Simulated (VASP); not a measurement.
# H3CCl in VASP: a series of runs

H3CCl is run at these levels: PBE; tasks: single point.

Program: VASP 6.6.1. These are calculated values, not measurements. Logs are shortened: lines on timing, memory, paths and dates and some standing lists are left out, and cuts for length are marked.

**1. The cell of the first run**

The cell holds an amorphous packing of atoms, 40 atoms: a = 8.717 Å, b = 8.717 Å, c = 8.717 Å, α = 90.00°, β = 90.00°, γ = 90.00°.

**2. Single point, PBE**

The input, INCAR:

```
PREC     = Accurate       # precision mode
ENCUT    = 520            # plane-wave cutoff, eV
EDIFF    = 1E-6           # SCF threshold, eV
ISMEAR   = -1             # smearing method
SIGMA    = 0.05           # smearing width, eV
LREAL    = Auto         
LASPH    = True           # aspherical terms in the spheres
NELM     = 80             # most SCF steps
ALGO     = Normal         # electronic algorithm
ISIF     = 2              # what is computed and relaxed
LWAVE    = False          # write WAVECAR
LCHARG   = False          # write CHGCAR
GGA      = PE             # functional
NBANDS   = 82             # bands
```

The input, KPOINTS:

```
Automatic mesh
0
Gamma
  1 1 1
```

The input, POSCAR:

```
H3CCl
1.0
    8.7171280000      0.0000000000      0.0000000000
    0.0000000000      8.7171280000      0.0000000000
    0.0000000000      0.0000000000      8.7171280000
C Cl H
8 8 24
Direct
    0.3040597302      0.7124144034      0.0459808409
    0.7066224307      0.5687650267      0.2452603422
    0.6150127533      0.9672765559      0.4154777605
    0.9651723002      0.0722150394      0.9125727689
    0.5729683329      0.3293827455      0.8162498494
    0.3008750376      0.4356272133      0.4427138401
    0.2297952580      0.8689272332      0.4594657970
    0.7894134609      0.7065940725      0.8023225939
    0.1961461043      0.6802822946     -0.1263451518
    0.7413119435      0.5118551183      0.4399141311
    0.7685418718      1.0897915861      0.4755101455
    0.8887260167      0.0284300488      1.0982902269
    0.4784951768      0.2872091164      0.9941493880
    0.1903580975      0.2800347954      0.5190259163
    0.0550017564      0.7618510729      0.4509066583
    0.5990595867      0.7808197782      0.7767452939
    0.2882964852      0.8319626471      0.0804651028
    0.2610572715      0.6341463829      0.1344449136
    0.4249727882      0.6901397330      0.0200722816
    0.7902586300      0.6574030228      0.2146303771
    0.7176630006      0.4673018212      0.1721262931
    0.5895930764      0.6144100172      0.2379814448
    0.6431738325      0.8480603607      0.4461115962
    0.5104643387      1.0039644992      0.4762774178
    0.6003765421      0.9790109060      0.2909449365
    1.0208691618      0.1848463419      0.9190352854
    1.0492431871     -0.0162279795      0.8831141551
    0.8713534871      0.0736990728      0.8283985677
    0.5576887344      0.4515730239      0.7918735861
    0.6948508998      0.3010336269      0.8282561221
    0.5208018908      0.2593439342      0.7260052665
    0.3601033632      0.4927073994      0.5375485392
    0.3836291653      0.3890310780      0.3606311266
    0.2211094091      0.5154205378      0.3876031092
    0.2397920736      0.9204947108      0.5734512429
    0.3256516165      0.7898731728      0.4402432021
    0.2268947388      0.9590505812      0.3715927668
    0.8711045033      0.7949705892      0.7668186116
    0.8049186000      0.6775411014      0.9236165074
    0.8008927465      0.6056637186      0.7287291471
```

Potentials or basis: VASP PAW PBE potentials, release 64 (C, Cl, H).

Launch:

```sh
$ cat potpaw_PBE.64/C/POTCAR potpaw_PBE.64/Cl/POTCAR potpaw_PBE.64/H/POTCAR > POTCAR
$ mpirun -np 1 vasp_gam > vasp.out
```

OUTCAR:

```text
PREC = Accurate
   ENCUT = 520
   EDIFF = 1E-6
   ISMEAR = -1
   LREAL = Auto
   LASPH = True
   NELM = 80
   ISIF = 2
   GGA = PE

 ion  position               nearest neighbor table
   1  0.304  0.712  0.046-  17 1.09  19 1.10  18 1.10   9 1.79
   2  0.707  0.569  0.245-  21 1.09  20 1.10  22 1.10  10 1.79
   3  0.615  0.967  0.415-  25 1.10  23 1.10  24 1.10  11 1.79
   4  0.965  0.072  0.913-  27 1.09  26 1.10  28 1.10  12 1.79
   5  0.573  0.329  0.816-  29 1.09  31 1.09  30 1.10  13 1.79
   6  0.301  0.436  0.443-  33 1.09  32 1.09  34 1.09  14 1.79
   7  0.230  0.869  0.459-  35 1.09  36 1.10  37 1.10  15 1.79
   8  0.789  0.707  0.802-  40 1.09  38 1.09  39 1.10  16 1.79
   9  0.196  0.680  0.874-   1 1.79
  10  0.741  0.512  0.440-   2 1.79
  11  0.769  0.090  0.476-   3 1.79
  12  0.889  0.028  0.098-   4 1.79
  13  0.478  0.287  0.994-   5 1.79
  14  0.190  0.280  0.519-   6 1.79
[... 24 lines left out ...]
  39  0.805  0.678  0.924-   8 1.10
  40  0.801  0.606  0.729-   8 1.09

  LATTYP: Found a simple cubic cell.
 ALAT       =     8.7171280000

  Lattice vectors:

 A1 = (   8.7171280000,   0.0000000000,   0.0000000000)
 A2 = (   0.0000000000,   8.7171280000,   0.0000000000)
 A3 = (   0.0000000000,   0.0000000000,   8.7171280000)

Analysis of symmetry for initial positions (statically):
=====================================================================
 Subroutine PRICEL returns:
 Original cell was already a primitive cell.

 Routine SETGRP: Setting up the symmetry group for a
 simple cubic supercell.

 Subroutine GETGRP returns: Found  1 space group operations
 (whereof  1 operations were pure point group operations)
 out of a pool of 48 trial point group operations.

The static configuration has the point symmetry C_1 .

Analysis of symmetry for dynamics (positions and initial velocities):
=====================================================================
 Subroutine PRICEL returns:
 Original cell was already a primitive cell.

 Routine SETGRP: Setting up the symmetry group for a
 simple cubic supercell.

 Subroutine GETGRP returns: Found  1 space group operations
 (whereof  1 operations were pure point group operations)
 out of a pool of 48 trial point group operations.

[... 152 lines left out ...]
   EDIFF  = 0.1E-05   stopping-criterion for ELM
   LREAL  =      T    real-space projection
   EDIFFG = 0.1E-04   stopping-criterion for IOM
   NSW    =      0    number of steps for IOM
   IBRION =     -1    ionic relax: 0-MD 1-quasi-New 2-CG
   NFREE  =      0    steps in history (QN), initial steepest desc. (CG)
   ISIF   =      2    stress and relaxation
   ISYM   =      2    0-nonsym 1-usesym 2-fastsym
   POTIM  = 0.5000    time-step for ionic-motion
   TEBEG  =    0.0;   TEEND  =   0.0 temperature during run
   PSTRESS=    0.0 pullay stress
   NELECT =     112.0000    total number of electrons
   NUPDOWN=      -1.0000    fix difference up-down
   EMIN   =  10.00;   EMAX   =-10.00  energy-range for DOS
   EFERMI =   0.00;   METHOD = LEGACY
   ISMEAR =    -1;   SIGMA  =   0.05  broadening in eV -4-tet -1-fermi 0-gaus
   EFERMI_NEDOS =   21; number of points for ismear=-14 and -15
   IALGO  =     38    algorithm
   IMIX   =      4    mixing-type and parameters
     AMIX     =   0.40;   BMIX     =  1.00
     AMIX_MAG =   1.60;   BMIX_MAG =  1.00
  volume/ion in A,a.u.               =      16.56       111.75
  Fermi-wavevector in a.u.,A,eV,Ry     =   0.905262  1.710696 11.149954  0.819499
  Thomas-Fermi vector in A             =   2.028808
   LORBIT       =      0    0 simple, 1 ext, 2 COOP (PROOUT), +10 PAW based schemes
   GGA     = PE    functional components
   LHFCALC =     F    Hartree Fock is set to
   AEXX    =    0.0000 exact exchange contribution
   IVDW    =     0    specifies the selected vdW correction
   LEPSILON=     F    determine dielectric tensor
   LRPA    =     F    only Hartree local field effects (RPA)
 non-spin polarized calculation
  energy-cutoff  :      520.00
  volume of cell :      662.40
 maximum number of plane-waves:      8923
 NGX is ok and might be reduce to    70
   NGX = 33   NGY = 33   NGZ = 33

 number of electron     112.0000003 magnetization

 Free energy of the ion-electron system (eV)
  ---------------------------------------------------
  ext. energy  EPLUGINS =         0.00000000
  ---------------------------------------------------
  free energy    TOTEN  =      -179.74841812 eV

  energy without entropy =     -179.74841812  energy(sigma->0) =     -179.74841812

 E-fermi :  -1.9178     XC(G=0):  -6.2598

 val. band max:       -3.1229474863   @ k =   0.0000   0.0000   0.0000
 cond. band min:       2.1443785723   @ k =   0.0000   0.0000   0.0000
 fundamental gap:      5.2673260586
 Fermi energy:        -1.9177647245

 k-point     1 :       0.0000    0.0000    0.0000
  band No.  band energies     occupation
      1     -17.8443      2.00000
      2     -17.7699      2.00000
      3     -17.7279      2.00000
      4     -17.6884      2.00000
      5     -17.6806      2.00000
      6     -17.6245      2.00000
[... 60 lines left out ...]
     67       4.1749      0.00000
     68       4.3206      0.00000
 [bands above 68 left out]

------------------------ aborting loop because EDIFF is reached ----------------------------------------

  FORCE on cell =-STRESS in cart. coord.  units (eV):
  Direction    XX          YY          ZZ          XY          YZ          ZX
  --------------------------------------------------------------------------------------
  -------------------------------------------------------------------------------------
  Total       -0.1364116      0.2398005     -0.1386013     -0.1802195      0.2639998     -0.3421517
  in kB       -0.3299451      0.5800165     -0.3352414     -0.4359052      0.6385485     -0.8275781
  external PRESSURE =      -0.0283900 kB  Pullay stress =       0.0000000 kB

 VOLUME and BASIS-vectors are now :
 -----------------------------------------------------------------------------
  energy-cutoff  :      520.00
  volume of cell :      662.40
      direct lattice vectors                 reciprocal lattice vectors
     8.717128000  0.000000000  0.000000000     0.114716682  0.000000000  0.000000000
     0.000000000  8.717128000  0.000000000     0.000000000  0.114716682  0.000000000
     0.000000000  0.000000000  8.717128000     0.000000000  0.000000000  0.114716682

 POSITION                                       TOTAL-FORCE (eV/Angst)
 -----------------------------------------------------------------------------------
      2.65053      6.21021      0.40082        -0.036416     -0.054456     -0.041500
      6.15972      4.95800      2.13797        -0.041579      0.012643      0.061370
      5.36114      8.43187      3.62177        -0.079827      0.008946      0.108136
      8.41353      0.62951      7.95501        -0.029057      0.099061      0.005322
      4.99464      2.87127      7.11535        -0.016576     -0.042319      0.034414
      2.62277      3.79742      3.85919        -0.027645     -0.053638      0.008894
[... 32 lines left out ...]
      7.01658      5.90621      8.05128         0.000297      0.016859     -0.086461
      6.98148      5.27965      6.35243         0.050814      0.008979      0.068244
 -----------------------------------------------------------------------------------
    total drift:                                0.002563      0.003408     -0.010900

  FREE ENERGIE OF THE ION-ELECTRON SYSTEM (eV)
  ---------------------------------------------------
  free  energy   TOTEN  =      -179.7484181209 eV

  energy  without entropy=     -179.7484181207  energy(sigma->0) =     -179.74841812
```

stdout:

```text
POSCAR found type information on POSCAR C ClH
 POSCAR found :  3 types and      40 ions
 scaLAPACK will be used
 LDA part: xc-table for (Slater+PW92), standard interpolation
 POSCAR, INCAR and KPOINTS ok, starting setup
 FFT: planning ... GRIDC
 FFT: planning ... GRID_SOFT
 FFT: planning ... GRID
 WAVECAR not read
 entering main loop
```

Run time: 1.8 min. Hardware: 1 thread of Intel Xeon Platinum 8488C (Sapphire Rapids), shared host; peak memory 0.67 GiB.

What came out:

```
Free energy            : -179.7484 eV
Pressure               : 0.0 GPa
Largest force          : 0.264 eV/Å
Band gap on the k mesh : 5.27 eV
```

Forces in eV/Å, atoms in the order of the input:
```
C   -0.036 -0.054 -0.042
C   -0.042  0.013  0.061
C   -0.080  0.009  0.108
C   -0.029  0.099  0.005
C   -0.017 -0.042  0.034
C   -0.028 -0.054  0.009
C   -0.041  0.035 -0.075
C   -0.028  0.054 -0.008
Cl   0.084  0.036  0.062
Cl  -0.051  0.051 -0.178
Cl  -0.121 -0.088 -0.034
Cl   0.061  0.046 -0.105
Cl   0.011 -0.012 -0.067
Cl   0.063  0.053 -0.028
Cl   0.061  0.040  0.031
Cl   0.057 -0.059  0.074
H   -0.038  0.011  0.007
H   -0.008  0.047 -0.064
H   -0.095  0.001  0.017
H   -0.005 -0.032  0.020
H    0.013  0.007  0.030
H    0.098 -0.032 -0.011
H    0.011  0.194  0.000
H    0.213 -0.078 -0.135
H    0.047  0.064  0.085
H   -0.035 -0.070 -0.035
H    0.010  0.002 -0.025
H    0.073 -0.007  0.087
H   -0.023 -0.030  0.000
H   -0.082  0.006  0.003
H    0.015  0.021  0.050
H    0.014 -0.027  0.013
H    0.003 -0.008  0.019
H    0.013 -0.047  0.018
H   -0.025 -0.023  0.014
H   -0.033  0.000 -0.008
H   -0.040 -0.090  0.071
H   -0.040 -0.062  0.016
H    0.000  0.017 -0.086
H    0.051  0.009  0.068
```

Caveat: the k points lie up to 0.72 Å⁻¹ apart.

[end of part 1 of 3]
